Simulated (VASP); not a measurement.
# Ca4Au: single point with PBE

Ca4Au:

```
Ca Au
1.0
    -1.82488    3.59681    6.95622
     1.82488   -3.59681    6.95622
     1.82488    3.59681   -6.95622
Ca Au
4 1
Direct
  0.11511 0.37073 0.74438
  0.88489 0.62927 0.25562
  0.37365 0.62927 0.74438
  0.62635 0.37073 0.25562
  0.00000 0.00000 0.00000
```

The cell was built from a structure type or drawn by symmetry, and may not be a known phase.

```
Program                : VASP 6.6.1
Task                   : single point
Functional             : PBE
Potentials or basis    : VASP PAW PBE potentials, release 64 (Ca_sv, Au)
Cutoff                 : 520 eV
k mesh                 : 6 × 6 × 6
Occupations            : gaussian, width 0.1 eV
Spin                   : no spin polarisation
Dipole correction      : no
Further INCAR settings : ALGO = Fast; EDIFF = 1e-06; NBANDS = 34
```

```json
{"Pressure": "0.0 GPa", "Largest force": "0.007 eV/Å", "Band gap on the k mesh": "zero (an odd number of electrons rules out a gap without spin polarisation)"}
```

Forces in eV/Å, atoms in the order of the input:
```
Ca   0.000  0.006  0.003
Ca   0.000 -0.006 -0.003
Ca   0.000  0.006 -0.003
Ca   0.000 -0.006  0.003
Au   0.000  0.000  0.000
```

Stress tensor (GPa, compression positive):
```
 0.21  0.00  0.00
 0.00 -0.07  0.00
 0.00  0.00 -0.05
```

Levels at points of the mesh, in eV from the Fermi level:
```tsv
k point	band 23	band 24	band 25	band 26	band 27	band 28	band 29	band 30
(0.00, 0.00, 0.00)	-2.06	-1.56	-1.01	-0.43	-0.19	-0.18	1.28	1.31
(0.50, 0.00, 0.00)	-2.94	-1.70	-1.66	0.31	0.66	0.69	1.29	1.34
(0.00, 0.50, 0.00)	-1.70	-0.37	-0.16	0.02	0.16	0.35	0.90	1.16
(0.50, 0.50, 0.00)	-1.34	-0.42	-0.33	-0.08	0.03	0.16	0.94	1.11
(0.50, 0.50, 0.50)	-3.16	-1.70	-1.14	-0.21	0.80	1.03	1.20	1.34
```

It took 28 min on 1 thread of Intel Xeon 8259CL, with other jobs on the host, peak memory 0.65 GiB.

Caveat: spin-orbit coupling is left out, which moves the levels of the heavy elements.
